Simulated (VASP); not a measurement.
Here is a VASP 6.6.1 calculation.

INCAR

```
PREC = Accurate ; ENCUT = 600
EDIFF = 1E-7 ; ISMEAR = -1
SIGMA = 0.1 ; LREAL = F
LASPH = T ; NELM = 60
ALGO = Normal ; ISIF = 3
LWAVE = F ; LCHARG = F
GGA = RE ; IBRION = 2
NSW = 80 ; EDIFFG = -0.01
```

KPOINTS

```
Automatic mesh
0
Gamma
  14 14 14
```

The input POSCAR:

```
Ir
1.0
   -1.5236668997      1.5236668997      1.5236668997
    1.5236668997     -1.5236668997      1.5236668997
    1.5236668997      1.5236668997     -1.5236668997
Ir
1
Direct
    0.0000000000      0.0000000000      0.0000000000
```

Potentials or basis: VASP PAW PBE potentials, release 64 (Ir).

Command:

```console
$ cat potpaw_PBE.64/Ir/POTCAR > POTCAR
$ mpirun -np 1 vasp_std > vasp.out
```

Q: Predict the space group after relaxing (to 0.05 Å).

A: Im-3m (No. 229).

Q: What does it give for the relaxed cell?

A: a = 2.704 Å, b = 2.704 Å, c = 2.704 Å, α = 109.47°, β = 109.47°, γ = 109.47°.

Q: What does it give for the relaxed volume?

A: 15.22 Å³/atom.

Step by step:
```csv
step,energy change (eV),largest force (eV/Å),pressure (GPa),volume (Å³)
1,0.0000,0.0000,26.16,14.15
2,0.5611,0.0000,-37.73,19.43
3,-0.0805,0.0000,-2.35,15.35
4,-0.0814,0.0000,-0.29,15.24
5,-0.0814,0.0000,0.14,15.22
6,-0.0814,0.0000,0.14,15.22
7,-0.0814,0.0000,0.14,15.22
8,-0.0814,0.0000,0.13,15.22
9,-0.0814,0.0000,0.13,15.22
10,-0.0814,0.0000,0.13,15.22
11,-0.0814,0.0000,0.13,15.22
12,-0.0814,0.0000,0.13,15.22
13,-0.0814,0.0000,0.13,15.22
14,-0.0814,0.0000,0.13,15.22
15,-0.0814,0.0000,0.13,15.22
16,-0.0814,0.0000,0.11,15.22
17,-0.0814,0.0000,0.09,15.22
```

Caveat: the PAW data sets were made with another functional, which shifts forces and pressure a little.
